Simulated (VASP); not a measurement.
A run of VASP 6.6.1 is set up as follows.

INCAR

```
SYSTEM = Bi
PREC     = Accurate       ! precision mode
ENCUT    = 520            ! plane-wave cutoff, eV
EDIFF    = 1E-6           ! SCF threshold, eV
ISMEAR   = 0              ! smearing method
SIGMA    = 0.025          ! smearing width, eV
LREAL    = .FALSE.        ! projectors in reciprocal space
LASPH    = .TRUE.         ! aspherical terms in the spheres
NELM     = 80             ! most SCF steps
ALGO     = Normal         ! electronic algorithm
ISIF     = 2              ! what is computed and relaxed
LWAVE    = .FALSE.        ! write WAVECAR
LCHARG   = .FALSE.        ! write CHGCAR
GGA      = PE             ! functional
NBANDS   = 14             ! bands
```

File KPOINTS:

```
Automatic mesh
0
G
  9 9 9
  0 0 0
```

File POSCAR:

```
Bi
1.0
   -1.9814305318      1.9814305318      1.9814305318
    1.9814305318     -1.9814305318      1.9814305318
    1.9814305318      1.9814305318     -1.9814305318
Bi
1
Direct
    0.0000000000      0.0000000000      0.0000000000
```

Potentials or basis: VASP PAW PBE potentials, release 64 (Bi_d).

Command:

```sh
$ cat potpaw_PBE.64/Bi_d/POTCAR > POTCAR
$ mpirun -np 1 vasp_std > vasp.out
```

**Question.** What does it give for the pressure?

**Answer.** 0.8 GPa.
